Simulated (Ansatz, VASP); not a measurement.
ZnSe in VASP and in Ansatz

```
Zn Se
1.0
     0.00000    2.80220    2.80220
     2.80220    0.00000    2.80220
     2.80220    2.80220    0.00000
Zn Se
1 1
Direct
  0.00000 0.00000 0.00000
  0.75000 0.75000 0.75000
```

Alike in both runs: task single point; functional LDA; k mesh 8 × 8 × 8; no spin polarisation.

|  | VASP | Ansatz |
| --- | --- | --- |
| version | VASP 6.6.1 | Ansatz 0.2.0 |
| potentials or method | VASP PAW LDA potentials, release 64 (Zn, Se), cutoff 520 eV | scalar-relativistic, plane waves, PAW |
| occupations | gaussian, width 0.01 eV | fixed |
| valence electrons in the cell | 18 | 28 |

```csv
,VASP,Ansatz,Ansatz less VASP
gap on the k mesh at the Fermi level (eV),1.21,1.17,-0.039
least direct gap on the mesh (eV),1.21,1.17,-0.039
pressure (GPa),-1.0,-1.4,-0.35
```

LDA's correlation is that of Perdew and Zunger in VASP and of Perdew and Wang (1992) in Ansatz. VASP's potentials hold 18 valence electrons a cell and Ansatz's 28, so a difference there can come from the potentials and not from the codes.
